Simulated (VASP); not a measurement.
Set up this calculation in VASP 6.6.1, as the native input.

```
Task                   : single point
Functional             : LDA
Potentials or basis    : VASP PAW LDA potentials, release 64 (Mg, O)
Cutoff                 : 520 eV
k mesh                 : 4 × 4 × 4
Occupations            : gaussian, width 0.05 eV
Spin                   : no spin polarisation
Dipole correction      : no
Further INCAR settings : ALGO = Normal; EDIFF = 1e-07; NBANDS = 36
```

The structure of MgO lies in POSCAR:

```
MgO
1.0
    5.5230736673      0.0000000000      0.0000000000
    0.0000000000      5.5230736673      0.0000000000
    0.0000000000      0.0000000000      5.5230736673
Mg O
6 6
Direct
    0.2500000000     -0.0159603595      0.5000000000
    0.0000000000      0.5159603595      0.2500000000
    0.5000000000      0.7500000000      0.0000000000
    0.7500000000     -0.0159603595      0.5000000000
    0.0000000000      0.5159603595      0.7500000000
    0.5000000000      0.2500000000      0.0000000000
    0.2500000000      0.4759561097      0.0000000000
    0.5000000000      0.0240438903      0.2500000000
    0.0000000000      0.7500000000      0.5000000000
    0.7500000000      0.4759561097      0.0000000000
    0.5000000000      0.0240438903      0.7500000000
    0.0000000000      0.2500000000      0.5000000000
```

This cell differs from its parent crystal: atoms displaced along a vibrational mode.

These files were run (other wordings do the same):

INCAR

```
ALGO     = Normal         # electronic algorithm
EDIFF    = 1E-7           # SCF threshold, eV
ENCUT    = 520            # plane-wave cutoff, eV
ISIF     = 2              # what is computed and relaxed
ISMEAR   = 0              # smearing method
LASPH    = True           # aspherical terms in the spheres
LCHARG   = True           # write CHGCAR
LELF     = True           # ELF
LREAL    = False          # projectors in reciprocal space
LVHAR    = True         
LWAVE    = False          # write WAVECAR
NBANDS   = 36             # bands
NELM     = 100            # most SCF steps
PREC     = Accurate       # precision mode
SIGMA    = 0.05           # smearing width, eV
```

KPOINTS

```
k-points
0
Gamma
  4 4 4
```

Potentials or basis: VASP PAW LDA potentials, release 64 (Mg, O).

Command:

```bash
$ cat potpaw_LDA.64/Mg/POTCAR potpaw_LDA.64/O/POTCAR > POTCAR
$ mpirun -np 1 vasp_std > vasp.out
```

It gave:

```json
{
  "Pressure": "0.0 GPa",
  "Largest force": "2.238 eV/Å",
  "Band gap on the k mesh": "2.55 eV (least direct gap 2.58 eV)"
}
```

Caveat: the cell differs from its parent crystal (atoms displaced along a vibrational mode); forces of over 1 eV/Å act on the atoms, so gaps and moduli don't describe the material at rest.

Run time: 2.7 min on 1 thread of Intel Xeon 8259CL, with other jobs on the host, peak memory 0.26 GiB.
